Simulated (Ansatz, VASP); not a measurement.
## Two plane-wave programs on GaP

```xyz
4
Lattice="1.9430 1.1218 6.4309 -1.9430 1.1218 6.4309 0.0000 -2.2436 6.4309" Properties=species:S:1:pos:R:3 pbc="T T T"
Ga    0.0000    0.0000    8.4032
Ga    0.0000    0.0000   10.8896
P     0.0000    0.0000    1.1100
P     0.0000    0.0000   18.1828
```

Alike in both runs: functional PBE; k mesh 6 × 6 × 6; occupations gaussian, width 0.02 eV; no spin polarisation.

Ansatz relaxed the structure, and its values are those at the end. VASP's run is a single point on that final structure, the one shown.

|  | VASP | Ansatz |
| --- | --- | --- |
| version | VASP 6.6.1 | Ansatz 0.2.0 |
| potentials or method | VASP PAW PBE potentials, release 64 (Ga_d, P), cutoff 520 eV | scalar-relativistic, plane waves, PAW |
| valence electrons in the cell | 36 | 36 |

|  | VASP | Ansatz | Ansatz less VASP |
| --- | --- | --- | --- |
| gap on the k mesh at the Fermi level (eV) | 0.82 | 0.81 | -0.007 |
| least direct gap on the mesh (eV) | 1.15 | 1.15 | +0.006 |
| pressure (GPa) | 0.0 | 0.0 | +0.02 |
| rms of the force components (eV/Å) | 0.014 | 0.003 | -0.0110 |

With one functional, cell and mesh, what is left measures potentials, basis and numerics.
